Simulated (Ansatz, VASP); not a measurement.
**Two plane-wave programs on CaSe**

```
Ca Se
1.0
     0.00000    3.41140    3.01310
     3.41140    0.00000    3.01310
     3.41140    3.41140    0.00000
Ca Se
1 1
Direct
  0.00000 0.00000 0.00000
  0.25000 0.25000 0.25000
```

Change from the starting cell: epitaxial_xy strain +4.0%.

Alike in both runs: task single point; functional PBE; k mesh 6 × 6 × 6; occupations fermi-dirac, width 0.02 eV; no spin polarisation.

|  | VASP | Ansatz |
| --- | --- | --- |
| version | VASP 6.6.1 | Ansatz 0.2.0 |
| potentials or method | VASP PAW PBE potentials, release 64 (Ca_sv, Se) | plane waves, PAW |
| plane-wave cutoff (eV) | 520 | 420 |
| valence electrons in the cell | 16 | 26 |

|  | VASP | Ansatz | Ansatz less VASP |
| --- | --- | --- | --- |
| gap on the k mesh at the Fermi level (eV) | 3.05 | 3.05 | +0.001 |
| pressure (GPa) | 0.4 | 0.3 | -0.11 |
| traceless stress, the component that is largest in VASP (GPa) | 0.06 | 0.08 | +0.019 |

VASP's potentials hold 16 valence electrons a cell and Ansatz's 26, so a difference there can come from the potentials and not from the codes.
